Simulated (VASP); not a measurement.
# NaYCl6 (Fm-3m) in VASP: a series of runs

NaYCl6 is run at these levels: PBE; tasks: single point, relaxation of cell and atoms.

All numbers are computed with VASP 6.6.1; they aren't measurements. Logs are shortened: lines on timing, memory, paths and dates and some standing lists are left out, and cuts for length are marked.

### Step 1. The cell of the first run

The structure is cubic, space group Fm-3m (No. 225). Conventional cell: a = 10.829 Å, b = 10.829 Å, c = 10.829 Å, α = 90.00°, β = 90.00°, γ = 90.00°. Na (site symmetry m-3m) has 6 Cl at 2.79 Å within 3.7 Å. Within 3.5 Å of Y (site symmetry m-3m) lie 6 Cl at 2.62 Å. Within 3.5 Å of Cl (site symmetry 4mm) lie 1 Y at 2.62 Å and 1 Na at 2.79 Å.

### Step 2. Single point, PBE

INCAR

```
SYSTEM = NaYCl6
PREC = Accurate
ENCUT = 520
EDIFF = 1E-6
ISMEAR = 0
SIGMA = 0.1
LREAL = .False.
LASPH = .True.
NELM = 100
ALGO = Normal
ISIF = 2
LWAVE = .False.
LCHARG = .False.
GGA = PE
NBANDS = 40
```

KPOINTS

```
regular mesh
0
Gamma
  6 6 6
  0 0 0
```

POSCAR

```
NaYCl6
1.0
    0.0000000000      5.4146989548      5.4146989548
    5.4146989548      0.0000000000      5.4146989548
    5.4146989548      5.4146989548      0.0000000000
Na Y Cl
1 1 6
Direct
    0.5000000000      0.5000000000      0.5000000000
    0.0000000000      0.0000000000      0.0000000000
    0.7577291421      0.2422708579      0.2422708579
    0.2422708579      0.7577291421      0.7577291421
    0.2422708579      0.7577291421      0.2422708579
    0.7577291421      0.2422708579      0.7577291421
    0.2422708579      0.2422708579      0.7577291421
    0.7577291421      0.7577291421      0.2422708579
```

Potentials or basis: VASP PAW PBE potentials, release 64 (Na_pv, Y_sv, Cl).

Command:

```console
> cat potpaw_PBE.64/Na_pv/POTCAR potpaw_PBE.64/Y_sv/POTCAR potpaw_PBE.64/Cl/POTCAR > POTCAR
> mpirun -np 1 vasp_std > vasp.out
```

OUTCAR:

```text
SYSTEM = NaYCl6
   PREC = Accurate
   ENCUT = 520
   EDIFF = 1E-6
   ISMEAR = 0
   LREAL = .False.
   LASPH = .True.
   NELM = 100
   ISIF = 2
   GGA = PE

 ion  position               nearest neighbor table
   1  0.500  0.500  0.500-
   2  0.000  0.000  0.000-   3 2.62   4 2.62   5 2.62   6 2.62   7 2.62   8 2.62
   3  0.758  0.242  0.242-   2 2.62
   4  0.242  0.758  0.758-   2 2.62
   5  0.242  0.758  0.242-   2 2.62
   6  0.758  0.242  0.758-   2 2.62
   7  0.242  0.242  0.758-   2 2.62
   8  0.758  0.758  0.242-   2 2.62

  LATTYP: Found a face centered cubic cell.
 ALAT       =    10.8293979096

  Lattice vectors:

 A1 = (   0.0000000000,   5.4146989548,   5.4146989548)
 A2 = (   5.4146989548,   0.0000000000,   5.4146989548)
 A3 = (   5.4146989548,   5.4146989548,   0.0000000000)

Analysis of symmetry for initial positions (statically):
=====================================================================
 Subroutine PRICEL returns:
 Original cell was already a primitive cell.

 Routine SETGRP: Setting up the symmetry group for a
 face centered cubic supercell.

 Subroutine GETGRP returns: Found 48 space group operations
 (whereof 48 operations were pure point group operations)
 out of a pool of 48 trial point group operations.

The static configuration has the point symmetry O_h .

Analysis of symmetry for dynamics (positions and initial velocities):
=====================================================================
 Subroutine PRICEL returns:
 Original cell was already a primitive cell.

 Routine SETGRP: Setting up the symmetry group for a
 face centered cubic supercell.

 Subroutine GETGRP returns: Found 48 space group operations
 (whereof 48 operations were pure point group operations)
 out of a pool of 48 trial point group operations.

The dynamic configuration has the point symmetry O_h .

 Subroutine INISYM returns: Found 48 space group operations
 (whereof 48 operations are pure point group operations),
 and found     1 'primitive' translations

----------------------------------------------------------------------------------------

                                     Primitive cell

  volume of cell :     317.5067

  direct lattice vectors                    reciprocal lattice vectors
[... 92 lines left out ...]
   EDIFFG = 0.1E-04   stopping-criterion for IOM
   NSW    =      0    number of steps for IOM
   IBRION =     -1    ionic relax: 0-MD 1-quasi-New 2-CG
   NFREE  =      0    steps in history (QN), initial steepest desc. (CG)
   ISIF   =      2    stress and relaxation
   ISYM   =      2    0-nonsym 1-usesym 2-fastsym
   POTIM  = 0.5000    time-step for ionic-motion
   TEBEG  =    0.0;   TEEND  =   0.0 temperature during run
   PSTRESS=    0.0 pullay stress
   NELECT =      60.0000    total number of electrons
   NUPDOWN=      -1.0000    fix difference up-down
   EMIN   =  10.00;   EMAX   =-10.00  energy-range for DOS
   EFERMI =   0.00;   METHOD = LEGACY
   ISMEAR =     0;   SIGMA  =   0.10  broadening in eV -4-tet -1-fermi 0-gaus
   EFERMI_NEDOS =   21; number of points for ismear=-14 and -15
   IALGO  =     38    algorithm
   IMIX   =      4    mixing-type and parameters
     AMIX     =   0.40;   BMIX     =  1.00
     AMIX_MAG =   1.60;   BMIX_MAG =  1.00
  volume/ion in A,a.u.               =      39.69       267.83
  Fermi-wavevector in a.u.,A,eV,Ry     =   0.939451  1.775306 12.008076  0.882569
  Thomas-Fermi vector in A             =   2.066765
   LORBIT       =      0    0 simple, 1 ext, 2 COOP (PROOUT), +10 PAW based schemes
   GGA     = PE    functional components
   LHFCALC =     F    Hartree Fock is set to
   AEXX    =    0.0000 exact exchange contribution
   IVDW    =     0    specifies the selected vdW correction
   LEPSILON=     F    determine dielectric tensor
   LRPA    =     F    only Hartree local field effects (RPA)
 non-spin polarized calculation
 Gauss-broadening in eV      SIGMA  =   0.10
  energy-cutoff  :      520.00
  volume of cell :      317.51
 maximum number of plane-waves:      8609
 NGX is ok and might be reduce to    60
   NGX = 29   NGY = 29   NGZ = 29

 number of electron      59.9999991 magnetization

 Free energy of the ion-electron system (eV)
  ---------------------------------------------------
  ext. energy  EPLUGINS =         0.00000000
  ---------------------------------------------------
  free energy    TOTEN  =       -29.24765813 eV

  energy without entropy =      -29.16439147  energy(sigma->0) =      -29.20602480

 E-fermi :  -3.2681     XC(G=0):  -6.3444

 val. band max:       -3.2713685830   @ k =  -0.3333   0.3333   0.0000
 cond. band min:      -3.2679035955   @ k =   0.5000   0.1667   0.0000
 fundamental gap:      0.0034649875
 Fermi energy:        -3.2680583423

 k-point     1 :       0.0000    0.0000    0.0000
  band No.  band energies     occupation
      1     -43.6183      2.00000
      2     -24.1384      2.00000
      3     -24.1384      2.00000
      4     -24.1384      2.00000
      5     -23.6727      2.00000
      6     -23.6727      2.00000
[... 677 lines left out ...]
     39       5.3747      0.00000
     40       5.7675      0.00000

------------------------ aborting loop because EDIFF is reached ----------------------------------------

  FORCE on cell =-STRESS in cart. coord.  units (eV):
  Direction    XX          YY          ZZ          XY          YZ          ZX
  --------------------------------------------------------------------------------------
  -------------------------------------------------------------------------------------
  Total       -0.0967148     -0.0967148     -0.0967148      0.0000000      0.0000000     -0.0000000
  in kB       -0.4880348     -0.4880348     -0.4880348      0.0000000      0.0000000     -0.0000000
  external PRESSURE =      -0.4880348 kB  Pullay stress =       0.0000000 kB

 VOLUME and BASIS-vectors are now :
 -----------------------------------------------------------------------------
  energy-cutoff  :      520.00
  volume of cell :      317.51
      direct lattice vectors                 reciprocal lattice vectors
     0.000000000  5.414698955  5.414698955    -0.092341237  0.092341237  0.092341237
     5.414698955  0.000000000  5.414698955     0.092341237 -0.092341237  0.092341237
     5.414698955  5.414698955  0.000000000     0.092341237  0.092341237 -0.092341237

 POSITION                                       TOTAL-FORCE (eV/Angst)
 -----------------------------------------------------------------------------------
      5.41470      5.41470      5.41470         0.000000      0.000000      0.000000
      0.00000      0.00000      0.00000         0.000000      0.000000      0.000000
      2.62365      5.41470      5.41470        -0.006605      0.000000      0.000000
      8.20575      5.41470      5.41470         0.006605      0.000000      0.000000
      5.41470      2.62365      5.41470         0.000000     -0.006605      0.000000
      5.41470      8.20575      5.41470         0.000000      0.006605      0.000000
      5.41470      5.41470      2.62365         0.000000      0.000000     -0.006605
      5.41470      5.41470      8.20575         0.000000      0.000000      0.006605
 -----------------------------------------------------------------------------------
    total drift:                                0.000000      0.000000      0.000000

  FREE ENERGIE OF THE ION-ELECTRON SYSTEM (eV)
  ---------------------------------------------------
  free  energy   TOTEN  =       -29.2476581341 eV

  energy  without entropy=      -29.1643914750  energy(sigma->0) =      -29.20602480
```

OSZICAR:

```text
N       E                     dE             d eps       ncg     rms          rms(c)
DAV:   1     0.499331951218E+03    0.49933E+03   -0.25824E+04  1312   0.129E+03
DAV:   2     0.228391423077E+02   -0.47649E+03   -0.46589E+03  1736   0.286E+02
DAV:   3    -0.283025388691E+02   -0.51142E+02   -0.50711E+02  1584   0.968E+01
DAV:   4    -0.303644849036E+02   -0.20619E+01   -0.20566E+01  2096   0.209E+01
DAV:   5    -0.304103100758E+02   -0.45825E-01   -0.45797E-01  1976   0.242E+00    0.295E+01
DAV:   6    -0.293423542066E+02    0.10680E+01   -0.16994E+00  1512   0.549E+00    0.215E+01
DAV:   7    -0.293426061580E+02   -0.25195E-03   -0.19701E+00  1832   0.564E+00    0.516E+00
DAV:   8    -0.292541652451E+02    0.88441E-01   -0.62202E-01  1440   0.344E+00    0.130E+00
DAV:   9    -0.292479057460E+02    0.62595E-02   -0.57683E-02  1664   0.106E+00    0.390E-01
DAV:  10    -0.292477993259E+02    0.10642E-03   -0.35022E-03  1656   0.274E-01    0.268E-01
DAV:  11    -0.292477222170E+02    0.77109E-04   -0.78523E-04  2064   0.121E-01    0.180E-01
DAV:  12    -0.292477010914E+02    0.21126E-04   -0.55462E-05  1536   0.360E-02    0.306E-02
DAV:  13    -0.292476617189E+02    0.39372E-04   -0.24200E-05  1432   0.249E-02    0.188E-02
DAV:  14    -0.292476599841E+02    0.17349E-05   -0.16860E-06  1408   0.590E-03    0.724E-03
DAV:  15    -0.292476583654E+02    0.16187E-05   -0.66617E-07   936   0.424E-03    0.490E-03
DAV:  16    -0.292476581341E+02    0.23131E-06   -0.21813E-07  1000   0.268E-03
   1 F= -.29247658E+02 E0= -.29206025E+02  d E =-.832667E-01
```

It took 3.1 min on 1 thread of Intel Xeon 6975P-C (Granite Rapids), shared host; peak memory 0.61 GiB.

What came out:

```yaml
Free_energy: -29.2477 eV
Pressure: 0.0 GPa
Largest_force: 0.007 eV/Å
Band_gap_on_the_k_mesh: zero (bands 30 and 31 overlap by 0.17 eV)
```

Forces in eV/Å, atoms in the order of the input:
```
Na   0.000  0.000  0.000
Y    0.000  0.000  0.000
Cl  -0.007  0.000  0.000
Cl   0.007  0.000  0.000
Cl   0.000 -0.007  0.000
Cl   0.000  0.007  0.000
Cl   0.000  0.000 -0.007
Cl   0.000  0.000  0.007
```

Levels at points of the mesh, in eV from the Fermi level:
| k point | band 26 | band 27 | band 28 | band 29 | band 30 | band 31 | band 32 | band 33 | band 34 | band 35 |
| --- | --- | --- | --- | --- | --- | --- | --- | --- | --- | --- |
| (0.00, 0.00, 0.00) | -0.18 | -0.18 | -0.18 | 0.13 | 0.13 | 0.13 | 5.53 | 5.53 | 5.53 | 6.30 |
| (0.50, 0.00, 0.00) | -0.18 | -0.17 | -0.17 | -0.10 | -0.10 | -0.04 | 5.59 | 5.70 | 5.70 | 7.56 |
| (0.50, 0.50, 0.00) | -0.40 | -0.34 | -0.34 | -0.23 | -0.23 | 0.13 | 5.56 | 5.83 | 5.83 | 6.54 |

### Step 3. Relaxation of cell and atoms, PBE

This run uses another cell than the first one, of 38.95 Å³/atom.

INCAR

```
SYSTEM = NaYCl6
  PREC = Accurate
  ENCUT = 600
  EDIFF = 1E-7
  ISMEAR = 0
  SIGMA = 0.1
  LREAL = .FALSE.
  LASPH = .TRUE.
  NELM = 100
  ALGO = Normal
  ISIF = 3
  LWAVE = .FALSE.
  LCHARG = .FALSE.
  GGA = PE
  IBRION = 2
  NSW = 100
  EDIFFG = -0.01
```

KPOINTS

```
regular mesh
0
G
  6 6 6
  0 0 0
```

POSCAR

```
NaYCl6
1.0
    0.0000000000      5.3810883906      5.3810883906
    5.3810883906      0.0000000000      5.3810883906
    5.3810883906      5.3810883906      0.0000000000
Na Y Cl
1 1 6
Direct
    0.5000000000      0.5000000000      0.5000000000
    0.0000000000      0.0000000000      0.0000000000
    0.7568124153      0.2431875847      0.2431875847
    0.2431875847      0.7568124153      0.7568124153
    0.2431875847      0.7568124153      0.2431875847
    0.7568124153      0.2431875847      0.7568124153
    0.2431875847      0.2431875847      0.7568124153
    0.7568124153      0.7568124153      0.2431875847
```

Potentials or basis: VASP PAW PBE potentials, release 64 (Na_pv, Y_sv, Cl).

Command:

```console
> cat potpaw_PBE.64/Na_pv/POTCAR potpaw_PBE.64/Y_sv/POTCAR potpaw_PBE.64/Cl/POTCAR > POTCAR
> mpirun -np 1 vasp_std > vasp.out
```

Wall time 15 min (1 thread of Intel Xeon 6975P-C (Granite Rapids), shared host); peak memory 0.79 GiB.

It converged, with:

```
Free energy                           : -29.2484 eV
Relaxed volume                        : 39.64 Å³/atom
Relaxed cell                          : a = 7.654 Å, b = 7.654 Å, c = 7.654 Å, α = 60.00°, β = 60.00°, γ = 60.00°
Space group after relaxing (to 0.1 Å) : Fm-3m (No. 225)
Energy gained by relaxing             : 0.4 meV/atom
Ionic steps                           : 6
Pressure after relaxing               : 0.0 GPa
Band gap on the k mesh                : zero (bands 30 and 31 overlap by 0.17 eV)
```

The path:
```tsv
step	energy change (eV)	largest force (eV/Å)	pressure (GPa)	volume (Å³)
1	0.0000	0.0065	0.21	311.63
2	-0.0019	0.0347	0.05	313.98
3	-0.0020	0.0452	0.01	314.59
4	-0.0025	0.0354	0.01	315.13
5	-0.0034	0.0102	0.00	316.51
6	-0.0034	0.0004	0.00	317.11
```

Final structure:
```xyz
8
Lattice="0.0000 5.4124 5.4124 5.4124 0.0000 5.4124 5.4124 5.4124 0.0000" Properties=species:S:1:pos:R:3 pbc="T T T"
Na    5.4124    5.4124    5.4124
Y     5.4124    0.0000    5.4124
Cl    2.6225    5.4124    5.4124
Cl    8.2024    5.4124    5.4124
Cl    5.4124    2.6225    5.4124
Cl    5.4124    8.2024    5.4124
Cl    5.4124    5.4124    2.6225
Cl    5.4124    5.4124    8.2024
```

Levels at points of the mesh, in eV from the Fermi level:
```csv
k point,band 26,band 27,band 28,band 29,band 30,band 31,band 32,band 33,band 34,band 35
"(0.00, 0.00, 0.00)",-0.18,-0.18,-0.18,0.13,0.13,0.13,5.54,5.54,5.54,6.30
"(0.50, 0.00, 0.00)",-0.18,-0.17,-0.17,-0.10,-0.10,-0.04,5.60,5.71,5.71,7.57
"(0.50, 0.50, 0.00)",-0.40,-0.34,-0.34,-0.23,-0.23,0.13,5.56,5.83,5.83,6.55
```
